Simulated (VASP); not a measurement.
Input of a VASP 6.6.1 run:

The input INCAR:

```
SYSTEM = SrMg
PREC     = Accurate       ! precision mode
ENCUT    = 520            ! plane-wave cutoff, eV
EDIFF    = 1E-7           ! SCF threshold, eV
ISMEAR   = -1             ! smearing method
SIGMA    = 0.05           ! smearing width, eV
LREAL    = .FALSE.        ! projectors in reciprocal space
LASPH    = .TRUE.         ! aspherical terms in the spheres
NELM     = 60             ! most SCF steps
ALGO     = Normal         ! electronic algorithm
ISIF     = 2              ! what is computed and relaxed
LWAVE    = .FALSE.        ! write WAVECAR
LCHARG   = .TRUE.         ! write CHGCAR
LELF     = .TRUE.         ! ELF
LVHAR    = .TRUE.       
NBANDS   = 13             ! bands
```

Contents of KPOINTS:

```
regular mesh
0
G
  9 9 9
  0 0 0
```

Contents of POSCAR:

```
SrMg
1.0
    3.9000000000     -0.0390000000     -0.0390000000
   -0.0390000000      3.9000000000     -0.0390000000
   -0.0390000000     -0.0390000000      3.9000000000
Sr Mg
1 1
Direct
    0.5000000000      0.5000000000      0.5000000000
    0.0000000000      0.0000000000      0.0000000000
```

Potentials or basis: VASP PAW LDA potentials, release 64 (Sr_sv, Mg).

Launch:

```console
$ cat potpaw_LDA.64/Sr_sv/POTCAR potpaw_LDA.64/Mg/POTCAR > POTCAR
$ mpirun -np 1 vasp_std > vasp.out
```

Question: Predict the pressure.

Answer: 3.3 GPa.

Question: Estimate the band gap on the k mesh.

Answer: Zero (band 6 reaches 3.22 eV, above the bottom of band 7 at 1.83 eV).

Stress tensor (GPa, compression positive):
```
3.33 0.65 0.65
0.65 3.33 0.65
0.65 0.65 3.33
```

Caveat: the cell differs from its parent crystal (equal xy, yz and zx shear strains of -2 %).
